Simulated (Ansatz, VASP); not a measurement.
Rh: VASP beside Ansatz

File INCAR:

```
PREC     = Accurate       # precision mode
ENCUT    = 520            # plane-wave cutoff, eV
EDIFF    = 1E-6           # SCF threshold, eV
ISMEAR   = -1             # smearing method
SIGMA    = 0.08           # smearing width, eV
LREAL    = False          # projectors in reciprocal space
LASPH    = True           # aspherical terms in the spheres
NELM     = 60             # most SCF steps
ALGO     = Normal         # electronic algorithm
ISIF     = 2              # what is computed and relaxed
LWAVE    = False          # write WAVECAR
LCHARG   = True           # write CHGCAR
GGA      = PS             # functional
LELF     = True           # ELF
LVHAR    = True         
NBANDS   = 14             # bands
```

File KPOINTS:

```
regular mesh
0
Gamma
  16 16 16
```

Contents of POSCAR:

```
Rh
1.0
    0.0000000000      1.9015500000      1.8825345000
    1.9015500000      0.0000000000      1.8825345000
    1.9015500000      1.9015500000      0.0000000000
Rh
1
Direct
    0.0000000000      0.0000000000      0.0000000000
```

Input for Ansatz:

```yaml
crystal:
  lattice:
    - [0.0, 1.90155, 1.8825345]
    - [1.90155, 0.0, 1.8825345]
    - [1.90155, 1.90155, 0.0]
  atoms:
    - { symbol: Rh, position: [0.0, 0.0, 0.0] }
kpoints:
  mp_grid: { grid: [16, 16, 16] }
  band_path:
    path:
      - [0.0, 0.0, 0.0]
      - [0.0, 0.5, 0.5]
      - [0.25, 0.75, 0.5]
      - [0.0, 0.5, 0.0]
      - [0.0, 0.0, 0.0]
      - [0.5, 0.5, 0.0]
      - [0.3775380063, 0.6224619937, 0.0]
      - [-0.3775380063, 0.3775380063, 0.0]
      - [0.0, 0.0, 0.0]
    npoints: 5
scf:
  occupations: { method: fermi_dirac, width: 0.08 }
hamiltonian:
  xc: pbesol
  pseudopotentials: { kind: all_electron, lapw: { basis_error: 0.001 } }
output:
  forces: true
  stress: true
  eigenvalues: true
```

Change from the starting cell: zz strain of -1 %.

Alike in both runs: task single point; functional PBEsol; k mesh 16 × 16 × 16; occupations fermi-dirac, width 0.08 eV; no spin polarisation.

```csv
,VASP,Ansatz
version,VASP 6.6.1,Ansatz 0.2.0
potentials or method,"VASP PAW PBE potentials, release 64 (Rh_pv), cutoff 520 eV","all-electron LAPW, scalar-relativistic"
```

Ansatz gave:

| Item | Value |
| --- | --- |
| pressure (GPa) | -2.1 |
| traceless stress, the component that is largest in VASP (GPa) | 1.67 |

Estimate VASP's values.

pressure (GPa): -2.2; traceless stress, the component that is largest in VASP (GPa): 1.66.

VASP's potentials were made for PBE, not for PBEsol. Ansatz ran all-electron here, and VASP with PAW potentials.
